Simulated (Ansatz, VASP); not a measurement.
**One calculation of La, two programs**

```
CELL_PARAMETERS angstrom
-2.12383 2.12383 2.12383
2.12383 -2.12383 2.12383
2.12383 2.12383 -2.12383
ATOMIC_POSITIONS crystal
La 0.00000 0.00000 0.00000
```

Alike in both runs: functional PBEsol; k mesh 9 × 9 × 9; occupations gaussian, width 0.05 eV; no spin polarisation; Hubbard terms La f U = 6.0 eV.

|  | VASP | Ansatz |
| --- | --- | --- |
| version | VASP 6.6.1 | Ansatz 0.2.0 |
| potentials or method | VASP PAW PBE potentials, release 64 (La), cutoff 520 eV | all-electron LAPW, scalar-relativistic |
| task | single point | band structure |

|  | VASP | Ansatz | Ansatz less VASP |
| --- | --- | --- | --- |
| gap on the k mesh at the Fermi level (eV) | none | none | - |
| pressure (GPa) | -1.6 | -1.3 | +0.30 |

VASP's potentials were made for PBE, not for PBEsol. The programs project onto different local orbitals, so the same U acts differently, and such runs can settle in different states. A gap of «none» marks a metal or a gap that the smearing closes. Ansatz ran all-electron here, and VASP with PAW potentials.

Spin-orbit coupling is off throughout. Noted on Ansatz's run: U is the effective U less J, on atomic orbitals that reach past the spheres.
